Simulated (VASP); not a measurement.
C: single point with PBE+D3(BJ)

Crystal: C.

```
CELL_PARAMETERS angstrom
2.46488 0.00000 0.00000
-1.23244 2.13465 0.00000
0.00000 0.00000 20.60609
ATOMIC_POSITIONS crystal
C 0.68695 0.35362 0.95199
C 0.66667 0.33333 0.45201
C 0.66667 0.33333 0.77932
C 0.66667 0.33333 0.27934
C 0.00000 0.00000 0.61567
C 0.33333 0.66667 0.27932
C 0.00000 0.00000 0.11567
C 0.66667 0.33333 0.61567
C 0.33333 0.66667 0.77934
C 0.33333 0.66667 0.11567
C 0.33333 0.66667 0.45199
C 0.33333 0.66667 0.95201
```

This cell differs from its parent crystal: atom 1 (C) moved -0.050 Å towards its neighbour atom 1 (C) at 2.465 Å.

```yaml
Program: VASP 6.6.1
Task: single point
Functional: PBE
Dispersion: D3(BJ)
Potentials_or_basis: VASP PAW PBE potentials, release 64 (C)
Cutoff: 520 eV
k_mesh: 18 × 18 × 2
Occupations: gaussian, width 0.15 eV
Spin: no spin polarisation
```

```yaml
Pressure: 0.6 GPa
Largest_force: 2.700 eV/Å
Band_gap_on_the_k_mesh: zero (filled and empty bands touch)
Dispersion_energy_per_atom: -0.152 eV
```

Forces in eV/Å, atoms in the order of the input:
```
C   -1.487 -2.254  0.000
C    0.000  0.000 -0.001
C   -0.011 -0.017 -0.001
C    0.000  0.000  0.000
C    0.000  0.000  0.000
C    0.000  0.000 -0.001
C   -0.002 -0.002  0.000
C    0.000  0.000  0.001
C    0.011  0.016  0.000
C    0.003  0.002  0.002
C    0.000  0.000  0.000
C    1.487  2.254 -0.001
```

Stress tensor (GPa, compression positive):
```
 1.72  0.48  0.01
 0.48  0.22  0.01
 0.01  0.01 -0.09
```

Levels at points of the mesh, in eV from the Fermi level:
| k point | band 21 | band 22 | band 23 | band 24 | band 25 | band 26 | band 27 | band 28 |
| --- | --- | --- | --- | --- | --- | --- | --- | --- |
| (0.00, 0.00, 0.00) | -3.00 | -3.00 | -3.00 | -2.24 | 4.10 | 5.15 | 5.44 | 7.37 |
| (0.50, 0.00, 0.00) | -2.49 | -2.23 | -2.05 | -1.85 | 1.05 | 1.33 | 1.59 | 1.83 |
| (0.00, 0.50, 0.00) | -2.55 | -2.26 | -2.16 | -2.01 | 1.33 | 1.47 | 1.63 | 1.89 |
| (0.50, 0.50, 0.00) | -2.54 | -2.24 | -2.10 | -1.98 | 1.32 | 1.35 | 1.61 | 1.88 |
| (0.00, 0.00, 0.50) | -3.00 | -3.00 | -3.00 | -2.24 | 4.41 | 4.41 | 6.57 | 6.58 |
| (0.50, 0.00, 0.50) | -2.38 | -2.31 | -2.02 | -1.86 | 1.04 | 1.33 | 1.65 | 1.72 |
| (0.00, 0.50, 0.50) | -2.44 | -2.37 | -2.10 | -2.02 | 1.33 | 1.45 | 1.71 | 1.79 |
| (0.50, 0.50, 0.50) | -2.38 | -2.38 | -2.03 | -2.02 | 1.33 | 1.34 | 1.71 | 1.72 |

It took 12 min on 1 thread of AMD EPYC 9R45 96-Core Processor (Zen 5), on a shared host, peak memory 0.79 GiB.

Caveat: the cell differs from its parent crystal (atom 1 (C) moved -0.050 Å towards its neighbour atom 1 (C) at 2.465 Å); forces of over 1 eV/Å act on the atoms, so gaps and moduli don't describe the material at rest.
